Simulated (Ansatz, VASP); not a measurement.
## Two plane-wave programs on Ge

Contents of INCAR:

```
  ALGO = Normal
  EDIFF = 1E-6
  ENCUT = 520
  GGA = PS
  ISIF = 2
  ISMEAR = 0
  LASPH = True
  LCHARG = False
  LREAL = False
  LWAVE = False
  NBANDS = 13
  NELM = 100
  PREC = Accurate
  SIGMA = 0.15
```

The input KPOINTS:

```
k-points
0
Gamma
  20 20 18
```

POSCAR

```
Ge
1.0
    1.3971490000     -2.6135185800      0.0000000000
    1.3971490000      2.6135185800      0.0000000000
    0.0000000000      0.0000000000      2.6982310000
Ge
1
Direct
    0.5000000000      0.5000000000      0.0000000000
```

Input for Ansatz:

```yaml
crystal:
  lattice:
    - [1.397149, -2.61351858, 0.0]
    - [1.397149, 2.61351858, 0.0]
    - [0.0, 0.0, 2.698231]
  atoms:
    - { symbol: Ge, position: [0.5, 0.5, 0.0] }
basis:
  ecutwfc: 420
kpoints:
  mp_grid: { grid: [20, 20, 18] }
hamiltonian:
  xc: pbesol
scf:
  occupations: { method: gaussian, width: 0.15 }
output:
  forces: true
  stress: true
  eigenvalues: true
```

Change from the starting cell: strain +0.0050 x Voigt [0, 1, 0, 0, 0, 0], atoms carried along.

Alike in both runs: task single point; functional PBEsol; k mesh 20 × 20 × 18; occupations gaussian, width 0.15 eV; no spin polarisation.

|  | VASP | Ansatz |
| --- | --- | --- |
| version | VASP 6.6.1 | Ansatz 0.2.0 |
| potentials or method | VASP PAW PBE potentials, release 64 (Ge_d), cutoff 520 eV | scalar-relativistic, plane waves, PAW |
| valence electrons in the cell | 14 | 14 |

VASP gave:

```
gap on the k mesh at the Fermi level (eV)                     : none
pressure (GPa)                                                : -4.5
traceless stress, the component that is largest in VASP (GPa) : -1.00
```

Question: Which values does Ansatz return?

Answer: gap on the k mesh at the Fermi level (eV): none; pressure (GPa): -4.4; traceless stress, the component that is largest in VASP (GPa): -1.02.

VASP's potentials were made for PBE, not for PBEsol. A gap of «none» marks a metal or a gap that the smearing closes.
